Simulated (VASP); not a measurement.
Here is a VASP 6.6.1 calculation.

File INCAR:

```
PREC = Accurate
ENCUT = 600
EDIFF = 1E-7
ISMEAR = 0
SIGMA = 0.1
LREAL = F
LASPH = T
NELM = 80
ALGO = Normal
ISIF = 3
LWAVE = F
LCHARG = F
GGA = PE
IBRION = 2
NSW = 100
EDIFFG = -0.01
```

File KPOINTS:

```
Automatic mesh
0
Gamma
  12 12 4
```

POSCAR

```
CaZr2N2
1.0
    3.5215571473      0.0000000000      0.0000000000
   -1.7607785737      3.0497579504      0.0000000000
    0.0000000000      0.0000000000      9.1035823822
Ca Zr N
1 2 2
Direct
    0.6666666667      0.3333333333      0.5000000000
    0.0000000000      0.0000000000      0.8277227724
    0.0000000000      0.0000000000      0.1722772276
    0.6666666667      0.3333333333      0.7636397830
    0.6666666667      0.3333333333      0.2363602170
```

Potentials or basis: VASP PAW PBE potentials, release 64 (Ca_sv, Zr_sv, N).

The run is started by

```bash
$ cat potpaw_PBE.64/Ca_sv/POTCAR potpaw_PBE.64/Zr_sv/POTCAR potpaw_PBE.64/N/POTCAR > POTCAR
$ mpirun -np 1 vasp_std > vasp.out
```

Q: Predict the relaxed volume.

A: 19.58 Å³/atom.

Q: What does it give for the relaxed cell?

A: a = 3.522 Å, b = 3.522 Å, c = 9.115 Å, α = 90.00°, β = 90.00°, γ = 120.00°.

Q: What does it give for the space group after relaxing (to 0.1 Å)?

A: P-6m2 (No. 187).

Forces in eV/Å, atoms in the order of the input:
```
Ca   0.000  0.000  0.000
Zr   0.000  0.000  0.009
Zr   0.000  0.000 -0.009
N    0.000  0.000  0.004
N    0.000  0.000 -0.004
```
